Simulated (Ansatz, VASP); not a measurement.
BaHfO3 in VASP and in Ansatz

```
Ba Hf O
1.0
     4.17705    0.00000    0.00000
     0.00000    4.17705    0.00000
     0.00000    0.00000    4.17705
Ba Hf O
1 1 3
Direct
  0.50000 0.50000 0.99800
  0.00000 0.00000 0.49799
  0.00000 0.50000 0.49801
  0.50000 0.00000 0.49801
  0.00000 0.00000 0.99800
```

Alike in both runs: task single point; functional HSE06; k mesh 4 × 4 × 4; no spin polarisation.

```csv
,VASP,Ansatz
version,VASP 6.6.1,Ansatz 0.2.0
potentials or method,"VASP PAW PBE potentials, release 64 (Ba_sv, Hf_pv, O)",plane waves
plane-wave cutoff (eV),520,420
occupations,"methfessel-paxton of order 1, width 0.05 eV","cold, width 0.05 eV"
valence electrons in the cell,38,54
```

Ansatz gave:

* gap on the k mesh at the Fermi level (eV): 5.18
* pressure (GPa): -0.2

Q: Estimate VASP's values.

A: gap on the k mesh at the Fermi level (eV): 5.05; pressure (GPa): -1.5.

VASP's potentials hold 38 valence electrons a cell and Ansatz's 54, so a difference there can come from the potentials and not from the codes. Ansatz's warnings: stress exchange threshold loose, stress scf threshold loose, structure snapped to symmetry.

Neither program's run includes spin-orbit coupling.
